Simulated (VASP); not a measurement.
Set up this calculation in VASP 6.6.1, as the native input.

```
Task                   : relaxation of shape and atoms at fixed volume
Functional             : PBE
Dispersion             : D3(BJ)
Potentials or basis    : VASP PAW PBE potentials, release 64 (C, O)
Cutoff                 : 600 eV
k mesh                 : 6 × 6 × 6
Occupations            : gaussian, width 0.02 eV
Spin                   : no spin polarisation
Dipole correction      : no
Further INCAR settings : ALGO = Normal; EDIFF = 1e-07; IBRION = 2; EDIFFG = -0.01; NSW = 50; ISIF = 4
```

The structure of CO2 lies in POSCAR:

```
CO2
1.0
    4.3819755671      0.0000000000      0.0000000000
    0.0000000000      4.3819755671      0.0000000000
    0.0000000000      0.0000000000      4.7604024885
C O
2 4
Direct
    0.5000000000      0.5000000000      0.5000000000
    0.0000000000      0.0000000000      0.0000000000
    0.3132525035      0.6867474965      0.5000000000
    0.6867474965      0.3132525035      0.5000000000
    0.1867474965      0.1867474965      0.0000000000
    0.8132525035      0.8132525035      0.0000000000
```

The input as run:

INCAR

```
PREC = Accurate ; ENCUT = 600
EDIFF = 1E-7 ; ISMEAR = 0
SIGMA = 0.02 ; LREAL = False
LASPH = True ; NELM = 60
ALGO = Normal ; ISIF = 4
LWAVE = False ; LCHARG = False
GGA = PE ; IVDW = 12
IBRION = 2 ; NSW = 50
EDIFFG = -0.01
```

KPOINTS

```
Automatic mesh
0
Gamma
  6 6 6
```

Potentials or basis: VASP PAW PBE potentials, release 64 (C, O).

Launch:

```sh
$ cat potpaw_PBE.64/C/POTCAR potpaw_PBE.64/O/POTCAR > POTCAR
$ mpirun -np 1 vasp_std > vasp.out
```

It gave:

```
Energy gained by relaxing    : 10.8 meV/atom
Ionic steps                  : 4
Pressure after relaxing      : -0.2 GPa
Largest force after relaxing : 0.009 eV/Å
Band gap on the k mesh       : 6.49 eV (least direct gap 6.86 eV)
Dispersion energy per atom   : -0.067 eV
```

Run time: 85 s on 1 thread of Intel(R) Xeon(R) 6975P-C (Granite Rapids) (shared host), peak memory 0.25 GiB.
